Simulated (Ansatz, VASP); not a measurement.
Hf3S5: VASP beside Ansatz

Contents of INCAR:

```
PREC = Accurate
ENCUT = 600
EDIFF = 1E-7
ISMEAR = 0
SIGMA = 0.1
LREAL = F
LASPH = T
NELM = 80
ALGO = Normal
ISIF = 3
LWAVE = F
LCHARG = F
GGA = PE
IBRION = 2
NSW = 100
EDIFFG = -0.01
```

The input KPOINTS:

```
regular mesh
0
Gamma
  12 12 2
```

File POSCAR:

```
Hf3S5
1.0
    3.5082767273      0.0000000000      0.0000000000
   -1.7541383636      3.0382567693      0.0000000000
    0.0000000000      0.0000000000     16.6418830087
Hf S
3 5
Direct
    0.3333333333      0.6666666667      0.5000000000
    0.3333333333      0.6666666667      0.8920965849
    0.3333333333      0.6666666667      0.1079034151
    0.6666666667      0.3333333333      0.4053349006
    0.6666666667      0.3333333333      0.5946650994
    0.0000000000      0.0000000000      0.8034247586
    0.0000000000      0.0000000000      0.0000000000
    0.0000000000      0.0000000000      0.1965752414
```

Input for Ansatz:

```yaml
crystal:
  lattice:
    - [3.5082767273, 0.0, 0.0]
    - [-1.7541383636, 3.0382567693, 0.0]
    - [0.0, 0.0, 16.6418830087]
  atoms:
    - { symbol: Hf, position: [0.3333333333, 0.6666666667, 0.5] }
    - { symbol: Hf, position: [0.3333333333, 0.6666666667, 0.8920965849] }
    - { symbol: Hf, position: [0.3333333333, 0.6666666667, 0.1079034151] }
    - { symbol: S, position: [0.6666666667, 0.3333333333, 0.4053349006] }
    - { symbol: S, position: [0.6666666667, 0.3333333333, 0.5946650994] }
    - { symbol: S, position: [0.0, 0.0, 0.8034247586] }
    - { symbol: S, position: [0.0, 0.0, 0.0] }
    - { symbol: S, position: [0.0, 0.0, 0.1965752414] }
basis:
  ecutwfc: 420
kpoints:
  mp_grid: { grid: [12, 12, 2] }
hamiltonian:
  xc: pbe
scf:
  occupations: { method: gaussian, width: 0.1 }
output:
  forces: true
  stress: true
  eigenvalues: true
relax:
  adjacent_minimum: "off"
  f_tol: 0.01
  max_steps: 80
  cell: { stress_tol: 0.05 }
```

Alike in both runs: task relaxation of cell and atoms; functional PBE; k mesh 12 × 12 × 2; occupations gaussian, width 0.1 eV; no spin polarisation.

```csv
,VASP,Ansatz
version,VASP 6.6.1,Ansatz 0.2.0
potentials or method,"VASP PAW PBE potentials, release 64 (Hf_pv, S), cutoff 600 eV","scalar-relativistic, plane waves, PAW"
valence electrons in the cell,60,108
```

VASP gave:

* gap on the k mesh at the Fermi level, each at its own relaxed structure (eV): none
* relaxed volume (Å³/atom): 22.49
* relaxed length of the cell vector where the two differ most in proportion (Å): 16.895

Problem. Estimate Ansatz's values.

Solution. gap on the k mesh at the Fermi level, each at its own relaxed structure (eV): none; relaxed volume (Å³/atom): 22.68; relaxed length of the cell vector where the two differ most in proportion (Å): 16.981.

A gap of «none» marks a metal or a gap that the smearing closes. VASP's potentials hold 60 valence electrons a cell and Ansatz's 108, so a difference there can come from the potentials and not from the codes.

Spin-orbit coupling is off throughout.
